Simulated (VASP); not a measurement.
The system is C.

```xyz
2
Lattice="2.1273 -1.2283 0.0000 2.1273 1.2283 0.0000 -1.3791 0.0000 3.5028" Properties=species:S:1:pos:R:3 pbc="T T T"
C     3.5455    0.0000    0.0003
C    -0.6699    0.0000    3.5025
```

- Program: VASP 6.6.1
- Task: relaxation of cell and atoms
- Functional: LDA
- Potentials or basis: VASP PAW LDA potentials, release 64 (C)
- Cutoff: 600 eV
- k mesh: 16 × 16 × 10
- Occupations: fermi-dirac, width 0.1 eV
- Spin: no spin polarisation

At the start: pressure -3.8 GPa; volume 9.15 Å³/atom.

How do energy, volume and symmetry change on relaxing?

Over 28 steps the energy falls by 4.0 meV/atom and the volume is 8.52 Å³/atom (-6.9 %); space group R-3m (No. 166, to 0.1 Å) before and after.

The path:
```csv
step,energy change (eV),largest force (eV/Å),pressure (GPa),volume (Å³)
1,0.0000,0.0030,-3.80,18.31
2,0.0107,0.0086,7.97,17.74
3,-0.0026,0.0012,-0.37,18.13
4,-0.0026,0.0013,-0.31,18.13
5,-0.0031,0.0035,-0.21,18.07
6,-0.0045,0.0172,-0.24,17.88
7,-0.0067,0.0447,-0.10,17.52
8,-0.0074,0.1003,0.39,16.79
9,-0.0079,0.0761,0.19,17.10
10,-0.0069,0.3285,-0.44,17.03
11,-0.0080,0.0369,0.00,17.08
12,-0.0080,0.0303,-0.17,17.07
13,-0.0080,0.0022,-0.09,17.08
14,-0.0080,0.0029,-0.08,17.08
15,-0.0080,0.0115,0.07,17.07
16,-0.0080,0.0060,0.02,17.07
17,-0.0080,0.0043,-0.01,17.07
18,-0.0080,0.0045,-0.01,17.07
19,-0.0080,0.0048,-0.01,17.07
20,-0.0080,0.0083,0.02,17.07
21,-0.0080,0.0055,0.02,17.07
22,-0.0080,0.0045,-0.04,17.07
23,-0.0080,0.0019,-0.05,17.07
24,-0.0080,0.0018,-0.08,17.06
25,-0.0080,0.0013,-0.05,17.06
26,-0.0080,0.0007,-0.04,17.05
27,-0.0080,0.0018,-0.02,17.04
28,-0.0080,0.0008,-0.01,17.04
```

Final structure:
```yaml
crystal:
  lattice:
    - [2.11821, -1.22295, -0.00721]
    - [2.11821, 1.22295, -0.00721]
    - [-1.38466, 0.00000, 3.29276]
  atoms:
    - { symbol: C, position: [0.83339, 0.83339, 0.00019] }
    - { symbol: C, position: [0.16660, 0.16660, 0.99981] }
```
